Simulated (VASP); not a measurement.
A run of VASP 6.6.1:

Contents of INCAR:

```
SYSTEM = TaN
PREC = Accurate
ENCUT = 520
EDIFF = 1E-7
ISMEAR = 0
SIGMA = 0.05
LREAL = .FALSE.
LASPH = .TRUE.
NELM = 150
ALGO = Normal
ISIF = 2
LWAVE = .FALSE.
LCHARG = .FALSE.
MAGMOM = 0 0 0 0 0 0
LORBIT = 11
LSORBIT = .TRUE.
GGA_COMPAT = .FALSE.
LORBMOM = .TRUE.
LMAXMIX = 4
LDAU = .TRUE.
LDAUTYPE = 2
LDAUL = 2 -1
LDAUU = 3 0
LDAUJ = 0 0
LDAUPRINT = 1
GGA = RP
IVDW = 12
NBANDS = 28
```

File KPOINTS:

```
Automatic mesh
0
G
  8 8 7
  0 0 0
```

Contents of POSCAR:

```
TaN
1.0
    2.9380000000      0.0000000000      0.0000000000
   -1.4690000000      2.5443826363      0.0000000000
    0.0000000000      0.0000000000      2.8830000000
Ta N
1 1
Direct
    0.0000000000      0.0000000000      0.5000000000
    0.6666666667      0.3333333333      0.0000000000
```

Potentials or basis: VASP PAW PBE potentials, release 64 (Ta_pv, N).

Command:

```console
$ cat potpaw_PBE.64/Ta_pv/POTCAR potpaw_PBE.64/N/POTCAR > POTCAR
$ mpirun -np 1 vasp_ncl > vasp.out
```

Hardware: 1 thread of Intel Xeon 6975P-C, with other jobs on the host.

Task: Estimate the wall time of this run.

Result: Run time: 85 s on 1 thread of Intel Xeon 6975P-C, on a shared host, peak memory 0.24 GiB. Counts: scf iterations 16, k points 60.
